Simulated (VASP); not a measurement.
Here is a VASP 6.6.1 calculation.

File INCAR:

```
PREC = Accurate ; ENCUT = 520
EDIFF = 1E-6 ; ISMEAR = 0
SIGMA = 0.01 ; LREAL = False
LASPH = True ; NELM = 60
ALGO = Normal ; ISIF = 2
LWAVE = False ; LCHARG = False
GGA = PS ; NBANDS = 24
```

Contents of KPOINTS:

```
Automatic mesh
0
Gamma
  4 4 4
```

Contents of POSCAR:

```
Rb2BrCl
1.0
    2.3904423025      1.3801225068      7.8205420482
   -2.3904423025      1.3801225068      7.8205420482
    0.0000000000     -2.7602450136      7.8205420482
Cl Br Rb
1 1 2
Direct
    1.0000000000      0.0000000000      0.0000000000
    0.5000000000      0.5000000000      0.5000000000
    0.2539867085      0.2539867085      0.2539867085
    0.7460132915      0.7460132915      0.7460132915
```

Potentials or basis: VASP PAW PBE potentials, release 64 (Cl, Br, Rb_sv).

Run with:

```bash
$ cat potpaw_PBE.64/Cl/POTCAR potpaw_PBE.64/Br/POTCAR potpaw_PBE.64/Rb_sv/POTCAR > POTCAR
$ mpirun -np 1 vasp_std > vasp.out
```

Question: Predict the largest force.

Answer: 0.013 eV/Å.

Question: Estimate the pressure.

Answer: -0.4 GPa.

Question: Predict the band gap on the k mesh.

Answer: 4.30 eV, direct.

Forces on the atoms (eV/Å):
```
Cl   0.000  0.000  0.000
Br   0.000  0.000  0.000
Rb   0.000  0.000 -0.013
Rb   0.000  0.000  0.013
```

Caveat: the PAW data sets were made with another functional, which shifts forces and pressure a little. A k mesh can miss the band edges.
